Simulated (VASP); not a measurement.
# SiNi (Pmmn) in VASP: single point with LDA

Aim: the single point of SiNi with LDA.

Everything below comes from runs of VASP 6.6.1. Logs are shortened: lines on timing, memory, paths and dates and some standing lists are left out, and cuts for length are marked.

## 1. The cell of the first run

It takes space group Pmmn (No. 59, orthorhombic). The conventional cell has a = 2.943 Å, b = 3.280 Å, c = 4.677 Å, α = 90.00°, β = 90.00°, γ = 90.00°. Within 3.1 Å of Si (site symmetry mm2) lie 6 Ni at 2.34 to 2.37 Å and 6 Si at 2.65 to 2.94 Å. Ni (site symmetry mm2) has 6 Si at 2.34 to 2.37 Å and 6 Ni at 2.65 to 2.94 Å within 3.1 Å.

## 2. Single point, LDA

File INCAR:

```
PREC     = Accurate       # precision mode
ENCUT    = 600            # plane-wave cutoff, eV
EDIFF    = 1E-6           # SCF threshold, eV
ISMEAR   = 0              # smearing method
SIGMA    = 0.1            # smearing width, eV
LREAL    = False          # projectors in reciprocal space
LASPH    = True           # aspherical terms in the spheres
NELM     = 120            # most SCF steps
ALGO     = Normal         # electronic algorithm
ISIF     = 2              # what is computed and relaxed
LWAVE    = False          # write WAVECAR
LCHARG   = False          # write CHGCAR
GGA      = CA             # functional
NBANDS   = 22             # bands
GGA_COMPAT= False
```

File KPOINTS:

```
regular mesh
0
Gamma
  6 6 4
```

File POSCAR:

```
SiNi
1.0
    2.9427706600      0.0000000000      0.0000000000
    0.0000000000      3.2803255400      0.0000000000
    0.0000000000      0.0000000000      4.6774467600
Si Ni
2 2
Direct
    0.0000000000      0.0000000000      0.1568568400
    0.5000000000      0.5000000000      0.8431431600
    0.0000000000      0.0000000000      0.6575044100
    0.5000000000      0.5000000000      0.3424955900
```

Potentials or basis: VASP PAW LDA potentials, release 64 (Si, Ni).

Run with:

```
> cat potpaw_LDA.64/Si/POTCAR potpaw_LDA.64/Ni/POTCAR > POTCAR
> mpirun -np 1 vasp_std > vasp.out
```

OUTCAR:

```text
PREC = Accurate
   ENCUT = 600
   EDIFF = 1E-6
   ISMEAR = 0
   LREAL = False
   LASPH = True
   NELM = 120
   ISIF = 2
   GGA = CA

 ion  position               nearest neighbor table
   1  0.000  0.000  0.157-   3 2.34   3 2.34   4 2.37   4 2.37   4 2.37   4 2.37   2 2.65   2 2.65
                             2 2.65   2 2.65
   2  0.500  0.500  0.843-   4 2.34   4 2.34   3 2.37   3 2.37   3 2.37   3 2.37   1 2.65   1 2.65
                             1 2.65   1 2.65
   3  0.000  0.000  0.658-   1 2.34   1 2.34   2 2.37   2 2.37   2 2.37   2 2.37   4 2.65   4 2.65
                             4 2.65   4 2.65
   4  0.500  0.500  0.342-   2 2.34   2 2.34   1 2.37   1 2.37   1 2.37   1 2.37   3 2.65   3 2.65
                             3 2.65   3 2.65

  LATTYP: Found a simple orthorhombic cell.
 ALAT       =     2.9427706600
 B/A-ratio  =     1.1147064855
 C/A-ratio  =     1.5894703667

  Lattice vectors:

 A1 = (   2.9427706600,   0.0000000000,   0.0000000000)
 A2 = (   0.0000000000,   3.2803255400,   0.0000000000)
 A3 = (   0.0000000000,   0.0000000000,   4.6774467600)

Analysis of symmetry for initial positions (statically):
=====================================================================
 Subroutine PRICEL returns:
 Original cell was already a primitive cell.

 Routine SETGRP: Setting up the symmetry group for a
 simple orthorhombic supercell.

 Subroutine GETGRP returns: Found  8 space group operations
 (whereof  4 operations were pure point group operations)
 out of a pool of  8 trial point group operations.

The static configuration has the point symmetry C_2v.
 The point group associated with its full space group is D_2h.

Analysis of symmetry for dynamics (positions and initial velocities):
=====================================================================
 Subroutine PRICEL returns:
 Original cell was already a primitive cell.

 Routine SETGRP: Setting up the symmetry group for a
 simple orthorhombic supercell.

 Subroutine GETGRP returns: Found  8 space group operations
 (whereof  4 operations were pure point group operations)
 out of a pool of  8 trial point group operations.

The dynamic configuration has the point symmetry C_2v.
 The point group associated with its full space group is D_2h.

 Subroutine INISYM returns: Found  8 space group operations
 (whereof  4 operations are pure point group operations),
 and found     1 'primitive' translations

----------------------------------------------------------------------------------------

[... 93 lines left out ...]
   LASPH  =      T    aspherical Exc in radial PAW
   ENCUT  =  600.0 eV  44.10 Ry    6.64 a.u.   5.88  6.55  9.34*2*pi/ulx,y,z
   NELM   =    120;   NELMIN=  2; NELMDL= -5     # of ELM steps
   EDIFF  = 0.1E-05   stopping-criterion for ELM
   LREAL  =      F    real-space projection
   EDIFFG = 0.1E-04   stopping-criterion for IOM
   NSW    =      0    number of steps for IOM
   IBRION =     -1    ionic relax: 0-MD 1-quasi-New 2-CG
   NFREE  =      0    steps in history (QN), initial steepest desc. (CG)
   ISIF   =      2    stress and relaxation
   ISYM   =      2    0-nonsym 1-usesym 2-fastsym
   POTIM  = 0.5000    time-step for ionic-motion
   TEBEG  =    0.0;   TEEND  =   0.0 temperature during run
   PSTRESS=    0.0 pullay stress
   NELECT =      28.0000    total number of electrons
   NUPDOWN=      -1.0000    fix difference up-down
   EMIN   =  10.00;   EMAX   =-10.00  energy-range for DOS
   EFERMI =   0.00;   METHOD = LEGACY
   ISMEAR =     0;   SIGMA  =   0.10  broadening in eV -4-tet -1-fermi 0-gaus
   EFERMI_NEDOS =   21; number of points for ismear=-14 and -15
   IALGO  =     38    algorithm
   IMIX   =      4    mixing-type and parameters
     AMIX     =   0.40;   BMIX     =  1.00
     AMIX_MAG =   1.60;   BMIX_MAG =  1.00
  volume/ion in A,a.u.               =      11.29        76.18
  Fermi-wavevector in a.u.,A,eV,Ry     =   1.396047  2.638147 26.517045  1.948948
  Thomas-Fermi vector in A             =   2.519440
   LORBIT       =      0    0 simple, 1 ext, 2 COOP (PROOUT), +10 PAW based schemes
   GGA     = CA    functional components
   LHFCALC =     F    Hartree Fock is set to
   AEXX    =    0.0000 exact exchange contribution
   IVDW    =     0    specifies the selected vdW correction
   LEPSILON=     F    determine dielectric tensor
   LRPA    =     F    only Hartree local field effects (RPA)
 non-spin polarized calculation
 Gauss-broadening in eV      SIGMA  =   0.10
  energy-cutoff  :      600.00
  volume of cell :       45.15
 maximum number of plane-waves:      1534
 NGX is ok and might be reduce to    24
   NGX = 11   NGY = 13   NGZ = 19

 number of electron      27.9999999 magnetization

 Free energy of the ion-electron system (eV)
  ---------------------------------------------------
  ext. energy  EPLUGINS =         0.00000000
  ---------------------------------------------------
  free energy    TOTEN  =       -27.29116750 eV

  energy without entropy =      -27.28479821  energy(sigma->0) =      -27.28798285

 E-fermi :  11.4891     XC(G=0): -12.8096

 val. band max:       11.4788701737   @ k =   0.1667   0.1667   0.0000
 cond. band min:      11.4993886905   @ k =   0.0000   0.1667   0.5000
 fundamental gap:      0.0205185168
 Fermi energy:        11.4890639811

 k-point     1 :       0.0000    0.0000    0.0000
  band No.  band energies     occupation
      1      -2.4749      2.00000
      2       3.3164      2.00000
      3       4.9633      2.00000
      4       7.2853      2.00000
      5       7.7636      2.00000
      6       8.5508      2.00000
[... 589 lines left out ...]
     21      20.2084      0.00000
     22      20.2084      0.00000

 [... further k-points ...]
[... 5 lines left out ...]
  --------------------------------------------------------------------------------------
  -------------------------------------------------------------------------------------
  Total       -0.8894731     -1.5974739     -1.6459632      0.0000000      0.0000000      0.0000000
  in kB      -31.5617575    -56.6842150    -58.4047937      0.0000000      0.0000000      0.0000000
  external PRESSURE =     -48.8835888 kB  Pullay stress =       0.0000000 kB

 VOLUME and BASIS-vectors are now :
 -----------------------------------------------------------------------------
  energy-cutoff  :      600.00
  volume of cell :       45.15
      direct lattice vectors                 reciprocal lattice vectors
     2.942770660  0.000000000  0.000000000     0.339815812  0.000000000  0.000000000
     0.000000000  3.280325540  0.000000000     0.000000000  0.304847793  0.000000000
     0.000000000  0.000000000  4.677446760     0.000000000  0.000000000  0.213791851

 POSITION                                       TOTAL-FORCE (eV/Angst)
 -----------------------------------------------------------------------------------
      0.00000      0.00000      0.73369         0.000000      0.000000      0.232857
      1.47139      1.64016      3.94376         0.000000      0.000000     -0.232857
      0.00000      0.00000      3.07544         0.000000      0.000000      0.008002
      1.47139      1.64016      1.60200         0.000000      0.000000     -0.008002
 -----------------------------------------------------------------------------------
    total drift:                                0.000000      0.000000     -0.000000

  FREE ENERGIE OF THE ION-ELECTRON SYSTEM (eV)
  ---------------------------------------------------
  free  energy   TOTEN  =       -27.2911674979 eV

  energy  without entropy=      -27.2847982098  energy(sigma->0) =      -27.28798285
```

stdout:

```text
POSCAR found type information on POSCAR SiNi
 POSCAR found :  2 types and       4 ions
 scaLAPACK will be used
 LDA part: xc-table for (Slater(with rela. corr.)+CA(PZ))
 , standard interpolation
 POSCAR, INCAR and KPOINTS ok, starting setup
 FFT: planning ... GRIDC
 FFT: planning ... GRID_SOFT
 FFT: planning ... GRID
 WAVECAR not read
 entering main loop
```

It took 86 s on 1 thread of AMD EPYC 7R13, shared host; peak memory 0.15 GiB.

Results:

- Free energy: -27.2912 eV
- Pressure: -4.9 GPa
- Largest force: 0.233 eV/Å
- Band gap on the k mesh: zero (bands 14 and 15 overlap by 2.07 eV)

Forces on the atoms (eV/Å):
```
Si   0.000  0.000  0.233
Si   0.000  0.000 -0.233
Ni   0.000  0.000  0.008
Ni   0.000  0.000 -0.008
```

Stress tensor (GPa, compression positive):
```
-3.16  0.00  0.00
 0.00 -5.67  0.00
 0.00  0.00 -5.84
```

Caveat: the cell stands under tension.
